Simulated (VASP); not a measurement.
# Be2SeO2 (P-3m1) in VASP: notebook

The runs below take Be2SeO2 through single point, relaxation of cell and atoms, with PBE.

All numbers are computed with VASP 6.6.1; they aren't measurements. Logs are shortened: lines on timing, memory, paths and dates and some standing lists are left out, and cuts for length are marked.

## (1) The cell of the first run

Symmetry: P-3m1, No. 164, trigonal system. The conventional cell has a = 2.736 Å, b = 2.736 Å, c = 10.209 Å, α = 90.00°, β = 90.00°, γ = 120.00°. Be (site symmetry 3m) has 3 O at 1.58 Å within 2.1 Å. Se (site symmetry -3m) has 6 Se at 2.74 Å within 3.6 Å. O (site symmetry 3m) has 3 Be at 1.58 Å within 2.1 Å.

## (2) Single point, PBE

Input file INCAR:

```
SYSTEM = Be2SeO2
  PREC = Accurate
  ENCUT = 520
  EDIFF = 1E-7
  ISMEAR = 0
  SIGMA = 0.2
  LREAL = .FALSE.
  LASPH = .TRUE.
  NELM = 80
  ALGO = Normal
  ISIF = 2
  LWAVE = .FALSE.
  LCHARG = .TRUE.
  GGA = PE
  LELF = .TRUE.
  LVHAR = .TRUE.
  NBANDS = 19
```

Input file KPOINTS:

```
Automatic mesh
0
G
  7 7 2
  0 0 0
```

Input file POSCAR:

```
Be2SeO2
1.0
    2.7357784824      0.0000000000      0.0000000000
   -1.3678892412      2.3692536649      0.0000000000
    0.0000000000      0.0000000000     10.2094232805
Be Se O
2 1 2
Direct
    0.3333333333      0.6666666667      0.3885481184
    0.6666666667      0.3333333333      0.6114518816
    0.0000000000      0.0000000000      0.0000000000
    0.6666666667      0.3333333333      0.3826922978
    0.3333333333      0.6666666667      0.6173077022
```

Potentials or basis: VASP PAW PBE potentials, release 64 (Be, Se, O).

Command:

```
$ cat potpaw_PBE.64/Be/POTCAR potpaw_PBE.64/Se/POTCAR potpaw_PBE.64/O/POTCAR > POTCAR
$ mpirun -np 1 vasp_std > vasp.out
```

OUTCAR:

```text
SYSTEM = Be2SeO2
   PREC = Accurate
   ENCUT = 520
   EDIFF = 1E-7
   ISMEAR = 0
   LREAL = .FALSE.
   LASPH = .TRUE.
   NELM = 80
   ISIF = 2
   GGA = PE

 ion  position               nearest neighbor table
   1  0.333  0.667  0.389-   4 1.58   4 1.58   4 1.58
   2  0.667  0.333  0.611-   5 1.58   5 1.58   5 1.58
   3  0.000  0.000  0.000-
   4  0.667  0.333  0.383-   1 1.58   1 1.58   1 1.58
   5  0.333  0.667  0.617-   2 1.58   2 1.58   2 1.58

  LATTYP: Found a hexagonal cell.
 ALAT       =     2.7357784824
 C/A-ratio  =     3.7318164998

  Lattice vectors:

 A1 = (   2.7357784824,   0.0000000000,   0.0000000000)
 A2 = (  -1.3678892412,   2.3692536649,   0.0000000000)
 A3 = (   0.0000000000,   0.0000000000,  10.2094232805)

Analysis of symmetry for initial positions (statically):
=====================================================================
 Subroutine PRICEL returns:
 Original cell was already a primitive cell.

 Routine SETGRP: Setting up the symmetry group for a
 hexagonal supercell.

 Subroutine GETGRP returns: Found 12 space group operations
 (whereof 12 operations were pure point group operations)
 out of a pool of 24 trial point group operations.

The static configuration has the point symmetry D_3d.

Analysis of symmetry for dynamics (positions and initial velocities):
=====================================================================
 Subroutine PRICEL returns:
 Original cell was already a primitive cell.

 Routine SETGRP: Setting up the symmetry group for a
 hexagonal supercell.

 Subroutine GETGRP returns: Found 12 space group operations
 (whereof 12 operations were pure point group operations)
 out of a pool of 24 trial point group operations.

The dynamic configuration has the point symmetry D_3d.

 Subroutine INISYM returns: Found 12 space group operations
 (whereof 12 operations are pure point group operations),
 and found     1 'primitive' translations

----------------------------------------------------------------------------------------

                                     Primitive cell

  volume of cell :      66.1750

  direct lattice vectors                    reciprocal lattice vectors
     2.735778482  0.000000000  0.000000000     0.365526671  0.211036922  0.000000000
    -1.367889241  2.369253665  0.000000000     0.000000000  0.422073843  0.000000000
     0.000000000  0.000000000 10.209423280     0.000000000  0.000000000  0.097948726

  length of vectors
     2.735778482  2.735778482 10.209423280     0.422073843  0.422073843  0.097948726

  position of ions in fractional coordinates (direct lattice)
     0.333333333  0.666666667  0.388548118
     0.666666667  0.333333333  0.611451882
     0.000000000  0.000000000  0.000000000
     0.666666667  0.333333333  0.382692298
     0.333333333  0.666666667  0.617307702

  ion indices of the primitive-cell ions
   primitive index   ion index
                 1           1
                 2           2
                 3           3
                 4           4
                 5           5

----------------------------------------------------------------------------------------

 KPOINTS: Automatic mesh

Automatic generation of k-mesh.
 Grid dimensions read from file:
 generate k-points for:    7    7    2

 Generating k-lattice:

  Cartesian coordinates                     Fractional coordinates (reciprocal lattice)
     0.052218096  0.030148132  0.000000000     0.142857143  0.000000000  0.000000000
     0.000000000  0.060296263  0.000000000     0.000000000  0.142857143  0.000000000
     0.000000000  0.000000000  0.048974363     0.000000000  0.000000000  0.500000000

  Length of vectors
     0.060296263  0.060296263  0.048974363

  Shift w.r.t. Gamma in fractional coordinates (k-lattice)
     0.000000000  0.000000000  0.000000000

 Subroutine IBZKPT returns following result:
 ===========================================

 Found     16 irreducible k-points:

 Following reciprocal coordinates:
            Coordinates               Weight
  0.000000  0.000000  0.000000      1.000000
  0.142857 -0.000000  0.000000      6.000000
  0.285714  0.000000  0.000000      6.000000
  0.428571 -0.000000  0.000000      6.000000
  0.142857  0.142857  0.000000      6.000000
  0.285714  0.142857  0.000000     12.000000
[... 8 lines left out ...]
  0.428571  0.142857  0.500000      6.000000
  0.285714  0.285714  0.500000      6.000000
   k-points           NKPTS =     16   k-points in BZ     NKDIM =     16   number of bands    NBANDS=     19
   number of dos      NEDOS =    301   number of ions     NIONS =      5
   total plane-waves  NPLWV =  32000
   dimension x,y,z NGX =    20 NGY =   20 NGZ =   80
   dimension x,y,z NGXF=    40 NGYF=   40 NGZF=  160
   ions per type =               2   1   2
   NGX,Y,Z   is equivalent  to a cutoff of  12.15, 12.15, 13.03 a.u.
   NGXF,Y,Z  is equivalent  to a cutoff of  24.31, 24.31, 26.05 a.u.
 SYSTEM =  Be2SeO2
   PREC   = accura    normal or accurate (medium, high low for compatibility)
   ISTART =      0    job   : 0-new  1-cont  2-samecut
   ICHARG =      2    charge: 1-file 2-atom 10-const
   ISPIN  =      1    spin polarized calculation?
   LNONCOLLINEAR =      F non collinear calculations
   LSORBIT =      F    spin-orbit coupling
   LASPH  =      T    aspherical Exc in radial PAW
   ENCUT  =  520.0 eV  38.22 Ry    6.18 a.u.   5.09  5.09 18.98*2*pi/ulx,y,z
   NELM   =     80;   NELMIN=  2; NELMDL= -5     # of ELM steps
   EDIFF  = 0.1E-06   stopping-criterion for ELM
   LREAL  =      F    real-space projection
   EDIFFG = 0.1E-05   stopping-criterion for IOM
   NSW    =      0    number of steps for IOM
   IBRION =     -1    ionic relax: 0-MD 1-quasi-New 2-CG
   NFREE  =      0    steps in history (QN), initial steepest desc. (CG)
   ISIF   =      2    stress and relaxation
   ISYM   =      2    0-nonsym 1-usesym 2-fastsym
   POTIM  = 0.5000    time-step for ionic-motion
   TEBEG  =    0.0;   TEEND  =   0.0 temperature during run
   PSTRESS=    0.0 pullay stress
   NELECT =      22.0000    total number of electrons
   NUPDOWN=      -1.0000    fix difference up-down
   EMIN   =  10.00;   EMAX   =-10.00  energy-range for DOS
   EFERMI =   0.00;   METHOD = LEGACY
   ISMEAR =     0;   SIGMA  =   0.20  broadening in eV -4-tet -1-fermi 0-gaus
   EFERMI_NEDOS =   21; number of points for ismear=-14 and -15
   IALGO  =     38    algorithm
   IMIX   =      4    mixing-type and parameters
     AMIX     =   0.40;   BMIX     =  1.00
     AMIX_MAG =   1.60;   BMIX_MAG =  1.00
  volume/ion in A,a.u.               =      13.23        89.31
  Fermi-wavevector in a.u.,A,eV,Ry     =   1.134099  2.143137 17.499564  1.286182
  Thomas-Fermi vector in A             =   2.270803
   LORBIT       =      0    0 simple, 1 ext, 2 COOP (PROOUT), +10 PAW based schemes
   GGA     = PE    functional components
   LHFCALC =     F    Hartree Fock is set to
   AEXX    =    0.0000 exact exchange contribution
   IVDW    =     0    specifies the selected vdW correction
   LEPSILON=     F    determine dielectric tensor
   LRPA    =     F    only Hartree local field effects (RPA)
 non-spin polarized calculation
 Gauss-broadening in eV      SIGMA  =   0.20
  energy-cutoff  :      520.00
  volume of cell :       66.17
 maximum number of plane-waves:      1795
   NGX = 11   NGY = 11   NGZ = 37

 number of electron      21.9999995 magnetization

 Free energy of the ion-electron system (eV)
  ---------------------------------------------------
  ext. energy  EPLUGINS =         0.00000000
  ---------------------------------------------------
  free energy    TOTEN  =       -30.71592436 eV

  energy without entropy =      -30.67536929  energy(sigma->0) =      -30.69564683

 E-fermi :   2.0323     XC(G=0):  -9.0194

 val. band max:        1.9813828233   @ k =   0.4286   0.1429   0.5000
 cond. band min:       2.1620095112   @ k =   0.2857   0.1429   0.5000
 fundamental gap:      0.1806266880
 Fermi energy:         2.0322576872

 k-point     1 :       0.0000    0.0000    0.0000
  band No.  band energies     occupation
      1     -16.8084      2.00000
      2     -16.0812      2.00000
      3     -13.8460      2.00000
      4      -3.3720      2.00000
      5      -2.2155      2.00000
      6      -0.2650      2.00000
[... 11 lines left out ...]
     18      15.4372      0.00000
     19      15.4372      0.00000

 k-point     2 :       0.1429   -0.0000    0.0000
  band No.  band energies     occupation
      1     -16.6377      2.00000
      2     -15.9632      2.00000
      3     -13.3514      2.00000
      4      -3.0426      2.00000
      5      -1.7925      2.00000
      6      -1.0765      2.00000
[... 11 lines left out ...]
     18      14.1751      0.00000
     19      15.0703      0.00000

 k-point     3 :       0.2857    0.0000    0.0000
  band No.  band energies     occupation
      1     -16.2033      2.00000
      2     -15.6908      2.00000
      3     -11.9169      2.00000
      4      -2.8287      2.00000
      5      -2.5444      2.00000
      6      -1.7564      2.00000
[... 11 lines left out ...]
     18      13.2662      0.00000
     19      13.5328      0.00000

 k-point     4 :       0.4286   -0.0000    0.0000
  band No.  band energies     occupation
      1     -15.7606      2.00000
      2     -15.4958      2.00000
      3      -9.9302      2.00000
      4      -3.9704      2.00000
      5      -3.9427      2.00000
      6      -3.5034      2.00000
[... 11 lines left out ...]
     18      12.6546      0.00000
     19      13.8080      0.00000

 k-point     5 :       0.1429    0.1429    0.0000
  band No.  band energies     occupation
      1     -16.3331      2.00000
      2     -15.7657      2.00000
      3     -12.3838      2.00000
      4      -2.5965      2.00000
      5      -2.1104      2.00000
      6      -1.8533      2.00000
[... 11 lines left out ...]
     18      14.1767      0.00000
     19      14.7710      0.00000

 k-point     6 :       0.2857    0.1429    0.0000
  band No.  band energies     occupation
      1     -15.8805      2.00000
      2     -15.5234      2.00000
      3     -10.6013      2.00000
      4      -3.5422      2.00000
      5      -3.1196      2.00000
      6      -2.0498      2.00000
[... 11 lines left out ...]
     18      13.9334      0.00000
     19      14.4583      0.00000

 k-point     7 :       0.4286    0.1429    0.0000
  band No.  band energies     occupation
      1     -15.6135      2.00000
      2     -15.4505      2.00000
      3      -9.1668      2.00000
      4      -4.3117      2.00000
      5      -4.1175      2.00000
      6      -3.5686      2.00000
[... 11 lines left out ...]
     18      13.9266      0.00000
     19      14.0961      0.00000

 k-point     8 :       0.2857    0.2857    0.0000
  band No.  band energies     occupation
      1     -15.5560      2.00000
      2     -15.4189      2.00000
      3      -8.9675      2.00000
      4      -4.0935      2.00000
      5      -3.3911      2.00000
      6      -3.0325      2.00000
[... 80 lines left out ...]
 k-point    12 :       0.4286   -0.0000    0.5000
  band No.  band energies     occupation
      1     -15.7606      2.00000
      2     -15.4958      2.00000
      3      -9.9302      2.00000
      4      -3.9862      2.00000
      5      -3.9265      2.00000
      6      -3.5018      2.00000
[... 11 lines left out ...]
     18      12.8016      0.00000
     19      12.9795      0.00000

 k-point    13 :       0.1429    0.1429    0.5000
  band No.  band energies     occupation
      1     -16.3331      2.00000
      2     -15.7658      2.00000
      3     -12.3837      2.00000
      4      -2.6126      2.00000
      5      -2.0883      2.00000
      6      -1.9037      2.00000
[... 11 lines left out ...]
     18      14.0247      0.00000
     19      14.8866      0.00000

 k-point    14 :       0.2857    0.1429    0.5000
  band No.  band energies     occupation
      1     -15.8805      2.00000
      2     -15.5234      2.00000
      3     -10.6013      2.00000
      4      -3.5427      2.00000
      5      -3.1166      2.00000
      6      -2.0498      2.00000
[... 11 lines left out ...]
     18      13.8726      0.00000
     19      14.6084      0.00000

 k-point    15 :       0.4286    0.1429    0.5000
  band No.  band energies     occupation
      1     -15.6135      2.00000
      2     -15.4505      2.00000
      3      -9.1668      2.00000
      4      -4.3144      2.00000
      5      -4.1149      2.00000
      6      -3.5674      2.00000
[... 11 lines left out ...]
     18      13.4362      0.00000
     19      13.8583      0.00000

 k-point    16 :       0.2857    0.2857    0.5000
  band No.  band energies     occupation
      1     -15.5561      2.00000
      2     -15.4189      2.00000
      3      -8.9675      2.00000
      4      -4.0943      2.00000
      5      -3.3898      2.00000
      6      -3.0332      2.00000
[... 11 lines left out ...]
     18      13.2700      0.00000
     19      13.8997      0.00000

------------------------ aborting loop because EDIFF is reached ----------------------------------------

  FORCE on cell =-STRESS in cart. coord.  units (eV):
  Direction    XX          YY          ZZ          XY          YZ          ZX
  --------------------------------------------------------------------------------------
  -------------------------------------------------------------------------------------
  Total        0.1390589      0.1390589      0.2640795      0.0000000      0.0000000      0.0000000
  in kB        3.3667876      3.3667876      6.3936891      0.0000000      0.0000000      0.0000000
  external PRESSURE =       4.3757548 kB  Pullay stress =       0.0000000 kB

 VOLUME and BASIS-vectors are now :
 -----------------------------------------------------------------------------
  energy-cutoff  :      520.00
  volume of cell :       66.17
      direct lattice vectors                 reciprocal lattice vectors
     2.735778482  0.000000000  0.000000000     0.365526671  0.211036922  0.000000000
    -1.367889241  2.369253665  0.000000000     0.000000000  0.422073843  0.000000000
     0.000000000  0.000000000 10.209423280     0.000000000  0.000000000  0.097948726

 POSITION                                       TOTAL-FORCE (eV/Angst)
 -----------------------------------------------------------------------------------
     -0.00000      1.57950      3.96685        -0.000000      0.000000     -0.028419
      1.36789      0.78975      6.24257        -0.000000     -0.000000      0.028419
      0.00000      0.00000      0.00000         0.000000      0.000000      0.000000
      1.36789      0.78975      3.90707         0.000000     -0.000000     -0.024408
     -0.00000      1.57950      6.30236        -0.000000      0.000000      0.024408
 -----------------------------------------------------------------------------------
    total drift:                               -0.000000      0.000000     -0.000000

  FREE ENERGIE OF THE ION-ELECTRON SYSTEM (eV)
  ---------------------------------------------------
  free  energy   TOTEN  =       -30.7159243620 eV

  energy  without entropy=      -30.6753692934  energy(sigma->0) =      -30.69564683
```

Wall time 28 s (1 thread of AMD EPYC 7R43 (Zen 3), shared host); peak memory 0.15 GiB.

What came out:

```yaml
Free_energy: -30.7159 eV
Pressure: 0.4 GPa
Largest_force: 0.028 eV/Å
Band_gap_on_the_k_mesh: zero (bands 11 and 12 overlap by 4.81 eV)
```

Forces on the atoms (eV/Å):
```
Be   0.000  0.000 -0.028
Be   0.000  0.000  0.028
Se   0.000  0.000  0.000
O    0.000  0.000 -0.024
O    0.000  0.000  0.024
```

Caveat: the k points lie up to 0.38 Å⁻¹ apart, too coarse for converged energies and pressures of a metal.

(Part 1 of 2 ends here.)
